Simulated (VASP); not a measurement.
A run of VASP 6.6.1 is set up as follows.

File POSCAR:

```
H17ClO8
1.0
    6.3980140000      0.0000000000      0.0000000000
    0.0000000000      6.3980140000      0.0000000000
    0.0000000000      0.0000000000      6.3980140000
O H Cl
8 17 1
Direct
    0.9537490853      0.2483114291      0.3733502302
    0.3855571432      0.3618466605      0.1513750986
    0.3219592830      0.7530461796      0.0422787446
    0.1047356258      1.1077343688      0.9783192097
    0.6192390326     -0.0589401649      0.8053592881
    0.0988588021      0.5603770170      0.6176916774
    0.1414032542      0.8754122764      0.4168324733
    0.5829621504      0.2515780678      0.5143939979
    0.8022176882      0.2420751189      0.4037502888
    0.9560310434      0.2672079180      0.2193805765
    0.5149723023      0.3117529908      0.0811189222
    0.2901837977      0.2504214589      0.0930757576
    0.4254445208      0.8228334605     -0.0499217413
    0.3603930845      0.6057504719      0.0574865888
    0.1026724856      1.1594691728      0.8374161107
    0.1514532478      0.9592976821      0.9875251914
    0.7544684960      0.0128164771      0.8401200748
    0.5735998702      0.0306501361      0.6964348624
    0.0951545276      0.7108924738      0.5440907131
    0.0593309111      0.4678014146      0.5019370073
    0.0602530723      1.0125173218      0.3904336564
    0.1993118490      0.8104546192      0.2792741623
    0.5895735771      0.3743505407      0.5972947230
    0.4754600412      0.2803369921      0.4095177035
    0.9917296211      0.5200051141      0.7392450220
    0.8020145001      0.4655194565      0.9383067933
```

File INCAR.step1:

```
PREC = Accurate
ENCUT = 520
ISMEAR = -1
SIGMA = 0.02
LREAL = Auto
LASPH = T
NELM = 60
NBANDS = 55
GGA = PE
ALGO = Normal
EDIFF = 1E-4
LWAVE = T
LCHARG = F
```

File INCAR.step2:

```
PREC = Accurate
ENCUT = 520
EDIFF = 1E-6
ISMEAR = -1
SIGMA = 0.02
LREAL = Auto
LASPH = T
NELM = 60
ALGO = Normal
ISIF = 2
LWAVE = F
LCHARG = F
METAGGA = R2SCAN
LMIXTAU = T
NBANDS = 55
ISTART = 1
```

Contents of KPOINTS:

```
Automatic mesh
0
Gamma
  1 1 1
```

Potentials or basis: VASP PAW PBE potentials, release 64 (O, H, Cl).

Command:

```sh
$ cat potpaw_PBE.64/O/POTCAR potpaw_PBE.64/H/POTCAR potpaw_PBE.64/Cl/POTCAR > POTCAR
$ cp INCAR.step1 INCAR
$ mpirun -np 1 vasp_gam > vasp.out
$ cp INCAR.step2 INCAR
$ mpirun -np 1 vasp_gam > vasp.out
```

Q: Predict the band gap on the k mesh.

A: 4.81 eV.

Q: What does it give for the largest force?

A: 2.102 eV/Å.

Q: What does it give for the pressure?

A: -0.5 GPa.

Stress tensor (GPa, compression positive):
```
-0.06 -0.35  0.73
-0.35 -0.41 -0.73
 0.73 -0.73 -0.90
```

Caveat: the k points lie up to 0.98 Å⁻¹ apart; the PAW data sets were made with another functional, which shifts forces and pressure a little.
